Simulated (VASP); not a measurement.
InAs: single point with PBE

InAs:

```
CELL_PARAMETERS angstrom
0.00000 3.13978 3.09338
3.13978 0.00000 3.09338
3.13978 3.13978 0.00000
ATOMIC_POSITIONS crystal
In 0.00000 0.00000 0.00000
As 0.75000 0.75000 0.75000
```

This cell differs from its parent crystal: strain +0.015 along x and y, +0.000 along z.

* Program: VASP 6.6.1
* Task: single point
* Functional: PBE
* Potentials or basis: VASP PAW PBE potentials, release 64 (In_d, As)
* Cutoff: 520 eV
* k mesh: 16 × 16 × 16
* Occupations: gaussian, width 0.15 eV
* Spin: no spin polarisation
* Dipole correction: no
* Further INCAR settings: ALGO = Normal; EDIFF = 1e-07; NBANDS = 16

```json
{
 "Pressure": "-1.3 GPa"
}
```

Stress tensor (GPa, compression positive):
```
-1.48  0.00  0.00
 0.00 -1.48  0.00
 0.00  0.00 -0.99
```

Levels at points of the mesh, in eV from the Fermi level:
```
           k point  band 5  band 6  band 7  band 8  band 9  band 10  band 11  band 12  band 13  band 14
(0.00, 0.00, 0.00)  -14.29  -11.43   -0.85   -0.18   -0.18    -0.12     3.67     3.71     3.71     7.02
(0.50, 0.00, 0.00)  -14.29  -10.25   -5.46   -1.06   -0.97     0.59     4.41     4.49     6.53     8.39
(0.50, 0.50, 0.00)  -14.28   -9.79   -5.55   -2.22   -2.22     1.50     1.78     8.44     8.44     8.49
(0.50, 0.00, 0.50)  -14.28   -9.82   -5.63   -2.15   -2.15     1.56     1.90     8.37     8.38     8.48
```

Run time: 3.8 min on 1 thread of Intel(R) Xeon(R) Platinum 8488C (Sapphire Rapids), with other jobs on the host, peak memory 0.48 GiB.

Caveat: the cell differs from its parent crystal (strain +0.015 along x and y, +0.000 along z); spin-orbit coupling is left out, which moves the levels of the heavy elements.
